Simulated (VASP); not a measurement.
# LiH (I4/mmm) in VASP: notebook, part 2 of 2

VASP 6.6.1. Earlier steps stand in the parts before.

## 3. Single point, r2SCAN (strain +0.000 along x and y, -0.040 along z)

Input file POSCAR:

```
LiH
1.0
    0.0000000000      2.0325000000      1.9512000000
    2.0325000000      0.0000000000      1.9512000000
    2.0325000000      2.0325000000      0.0000000000
Li H
1 1
Direct
    0.0000000000      0.0000000000      0.0000000000
    0.5000000000      0.5000000000      0.5000000000
```

Input file INCAR.step1:

```
SYSTEM = LiH
ALGO = Normal
EDIFF = 1E-5
ENCUT = 830
GGA = PE
GGA_COMPAT = .FALSE.
ISMEAR = 0
LASPH = .TRUE.
LCHARG = .FALSE.
LREAL = .FALSE.
LWAVE = .TRUE.
NBANDS = 9
NELM = 120
PREC = Accurate
SIGMA = 0.05
```

Input file INCAR.step2:

```
SYSTEM = LiH
ALGO = Normal
EDIFF = 1E-6
ENCUT = 830
GGA_COMPAT = .FALSE.
ISIF = 2
ISMEAR = 0
ISTART = 1
LASPH = .TRUE.
LCHARG = .FALSE.
LMIXTAU = .TRUE.
LREAL = .FALSE.
LWAVE = .FALSE.
METAGGA = R2SCAN
NBANDS = 9
NELM = 120
PREC = Accurate
SIGMA = 0.05
```

Input file KPOINTS:

```
k-points
0
G
  10 10 10
  0 0 0
```

Potentials or basis: VASP PAW PBE potentials, release 64 (Li_sv, H).

The run is started by

```sh
$ cat potpaw_PBE.64/Li_sv/POTCAR potpaw_PBE.64/H/POTCAR > POTCAR
$ cp INCAR.step1 INCAR
$ mpirun -np 1 vasp_std > vasp.out
$ cp INCAR.step2 INCAR
$ mpirun -np 1 vasp_std > vasp.out
```

Run time: 3.2 min. Hardware: 1 thread of AMD EPYC 7R13, shared host; peak memory 0.14 GiB.

The run converged. Its results:

```
Free energy            : -6.8151 eV
Pressure               : 0.0 GPa
Band gap on the k mesh : 3.19 eV (least direct gap 3.49 eV)
```

Stress tensor (GPa, compression positive):
```
-1.00  0.00  0.00
 0.00 -1.00  0.00
 0.00  0.00  2.00
```

Levels at points of the mesh, in eV from the valence-band top:
```csv
k point,band 1,band 2,band 3,band 4,band 5,band 6,band 7
"(0.00, 0.00, 0.00)",-45.91,-5.65,17.35,18.90,19.31,19.31,23.55
"(0.50, 0.00, 0.00)",-45.87,-2.84,5.46,14.63,17.50,18.49,19.13
"(0.50, 0.50, 0.00)",-45.85,0.00,3.78,11.07,11.07,14.40,18.74
"(0.50, 0.00, 0.50)",-45.86,-0.30,3.19,11.59,11.96,15.07,19.02
```

Caveat: the cell differs from its parent crystal (strain +0.000 along x and y, -0.040 along z); the PAW data sets were made with another functional, which shifts forces and pressure a little. A k mesh can miss the band edges.

## 4. Single point, r2SCAN (strain +0.080 along x and y, +0.040 along z)

Input file POSCAR:

```
LiH
1.0
    0.0000000000      2.1951000000      2.1138000000
    2.1951000000      0.0000000000      2.1138000000
    2.1951000000      2.1951000000      0.0000000000
Li H
1 1
Direct
    0.0000000000      0.0000000000      0.0000000000
    0.5000000000      0.5000000000      0.5000000000
```

Input file INCAR.step1:

```
  ALGO = Normal
  EDIFF = 1E-4
  ENCUT = 520
  GGA = PE
  ISMEAR = 0
  LASPH = True
  LCHARG = False
  LREAL = False
  LWAVE = True
  NBANDS = 9
  NELM = 60
  PREC = Accurate
  SIGMA = 0.05
```

Input file INCAR.step2:

```
  ALGO = Normal
  EDIFF = 1E-6
  ENCUT = 520
  ISIF = 2
  ISMEAR = 0
  ISTART = 1
  LASPH = True
  LCHARG = True
  LELF = True
  LMIXTAU = True
  LREAL = False
  LVHAR = True
  LWAVE = False
  METAGGA = R2SCAN
  NBANDS = 9
  NELM = 60
  PREC = Accurate
  SIGMA = 0.05
```

Input file KPOINTS:

```
k-points
0
Gamma
  10 10 10
```

Potentials or basis: VASP PAW PBE potentials, release 64 (Li_sv, H).

The run is started by

```sh
$ cat potpaw_PBE.64/Li_sv/POTCAR potpaw_PBE.64/H/POTCAR > POTCAR
$ cp INCAR.step1 INCAR
$ mpirun -np 1 vasp_std > vasp.out
$ cp INCAR.step2 INCAR
$ mpirun -np 1 vasp_std > vasp.out
```

OUTCAR:

```text
EDIFF = 1E-6
   ENCUT = 520
   ISIF = 2
   ISMEAR = 0
   ISTART = 1
   LASPH = True
   LREAL = False
   METAGGA = R2SCAN
   NELM = 60
   PREC = Accurate

 ion  position               nearest neighbor table
   1  0.000  0.000  0.000-
   2  0.500  0.500  0.500-

  LATTYP: Found a body centered tetragonal cell.
 ALAT       =     3.1043401908
 C/A-ratio  =     1.3618352823

  Lattice vectors:

[... 471 lines left out ...]
      9      26.1516      0.00000

 [... further k-points ...]

------------------------ aborting loop because EDIFF is reached ----------------------------------------

  FORCE on cell =-STRESS in cart. coord.  units (eV):
  Direction    XX          YY          ZZ          XY          YZ          ZX
  --------------------------------------------------------------------------------------
  -------------------------------------------------------------------------------------
  Total       -0.8118663     -0.8118663     -0.6677748      0.0000000      0.0000000     -0.0000000
  in kB      -63.8546613    -63.8546613    -52.5216152      0.0000000      0.0000000     -0.0000000
  external PRESSURE =     -60.0769793 kB  Pullay stress =       0.0000000 kB

 VOLUME and BASIS-vectors are now :
 -----------------------------------------------------------------------------
  energy-cutoff  :      520.00
  volume of cell :       20.37
      direct lattice vectors                 reciprocal lattice vectors
     0.000000000  2.195100000  2.113800000    -0.227780056  0.227780056  0.236540827
     2.195100000  0.000000000  2.113800000     0.227780056 -0.227780056  0.236540827
     2.195100000  2.195100000  0.000000000     0.227780056  0.227780056 -0.236540827

 POSITION                                       TOTAL-FORCE (eV/Angst)
 -----------------------------------------------------------------------------------
      0.00000      0.00000      0.00000        -0.000000      0.000000      0.000000
      2.19510      2.19510      2.11380         0.000000     -0.000000     -0.000000
 -----------------------------------------------------------------------------------
    total drift:                                0.000000     -0.000000     -0.000000

  FREE ENERGIE OF THE ION-ELECTRON SYSTEM (eV)
  ---------------------------------------------------
  free  energy   TOTEN  =        -6.7199162984 eV

  energy  without entropy=       -6.7199162984  energy(sigma->0) =       -6.71991630
```

OUTCAR.step1:

```text
EDIFF = 1E-4
   ENCUT = 520
   GGA = PE
   ISMEAR = 0
   LASPH = True
[... 509 lines left out ...]
 -----------------------------------------------------------------------------------
      0.00000      0.00000      0.00000         0.000000      0.000000     -0.000000
      2.19510      2.19510      2.11380        -0.000000     -0.000000      0.000000
 -----------------------------------------------------------------------------------
    total drift:                                0.000000     -0.000000     -0.000000

  FREE ENERGIE OF THE ION-ELECTRON SYSTEM (eV)
  ---------------------------------------------------
  free  energy   TOTEN  =        -6.0344161660 eV

  energy  without entropy=       -6.0344161660  energy(sigma->0) =       -6.03441617
```

It took 49 s on 1 thread of Intel Xeon Platinum 8488C (Sapphire Rapids), shared host; peak memory 0.15 GiB.

Results:

```yaml
Free_energy: -6.7199 eV
Band_gap_on_the_k_mesh: 3.36 eV (least direct gap 3.62 eV)
```

Caveat: the cell differs from its parent crystal (strain +0.080 along x and y, +0.040 along z); the cutoff is under 1.25 times the usual one of these potentials, so pressure, stress and relaxed cells hold a basis-set (Pulay) error; the PAW data sets were made with another functional, which shifts forces and pressure a little.

## 5. Overview

| cell | cutoff (eV) | gap on the mesh (eV) | pressure (GPa) |
| --- | --- | --- | --- |
| a = 2.817, b = 2.817, c = 2.759 Å, angles 60.7, 60.7, 58.6°, 2 atoms | 830 | 3.07 | 1.5 |
| a = 2.817, b = 2.817, c = 2.874 Å, angles 59.3, 59.3, 61.3°, 2 atoms | 830 | 3.19 | 0.0 |
| a = 3.047, b = 3.047, c = 3.104 Å, angles 59.4, 59.4, 61.2°, 2 atoms | 520 | 3.36 | - |

Alike in all rows: task single point; level r2SCAN; potentials or basis VASP PAW PBE potentials, release 64 (Li_sv, H); no spin polarisation; k mesh 10 × 10 × 10; smearing gaussian 0.05 eV.

Caveats: the PAW data sets were made with another functional, which shifts forces and pressure a little; the cutoff is under 1.25 times the usual one of these potentials, so pressure, stress and relaxed cells hold a basis-set (Pulay) error (at least some runs).

Absolute energies hang on the potentials; compare differences alone.
